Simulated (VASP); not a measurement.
Ta2N: single point with LDA

The system is Ta2N.

```
CELL_PARAMETERS angstrom
2.97973 0.00000 0.00000
-1.48987 2.58052 0.00000
0.00000 0.00000 4.78485
ATOMIC_POSITIONS crystal
Ta 0.66667 0.33333 0.74669
Ta 0.33333 0.66667 0.25331
N 0.00000 0.00000 0.00000
```

```yaml
Program: VASP 6.6.1
Task: single point
Functional: LDA
Potentials_or_basis: VASP PAW LDA potentials, release 64 (Ta_sv_GW, N)
Cutoff: 700 eV
k_mesh: 18 × 18 × 10
Occupations: gaussian, width 0.15 eV
Spin: no spin polarisation
```

```json
{"Pressure": "20.8 GPa", "Largest force": "0.741 eV/Å", "Band gap on the k mesh": "zero (an odd number of electrons rules out a gap without spin polarisation)"}
```

Forces in eV/Å, atoms in the order of the input:
```
Ta   0.000  0.000 -0.741
Ta   0.000  0.000  0.741
N    0.000  0.000  0.000
```

Stress tensor (GPa, compression positive):
```
23.09  0.00  0.00
 0.00 23.09  0.00
 0.00  0.00 16.37
```

Levels at points of the mesh, in eV from the Fermi level:
```csv
k point,band 12,band 13,band 14,band 15,band 16,band 17,band 18,band 19
"(0.00, 0.00, 0.00)",-6.50,-4.72,-1.02,-0.29,-0.29,0.37,0.50,0.50
"(0.50, 0.00, 0.00)",-6.82,-5.08,-2.52,-1.12,1.72,2.45,4.40,4.56
"(0.00, 0.00, 0.50)",-6.69,-3.19,-2.69,-1.17,-1.17,1.89,2.57,2.57
"(0.50, 0.00, 0.50)",-6.51,-3.74,-1.97,-1.94,-0.29,0.99,3.99,4.22
```

Wall time 3.1 min on 1 thread of Intel(R) Xeon(R) 6975P-C (Granite Rapids), on a shared host, peak memory 0.48 GiB.

Caveat: the stress differs along the axes, from 16 to 23 GPa; spin-orbit coupling is left out, which moves the levels of the heavy elements.
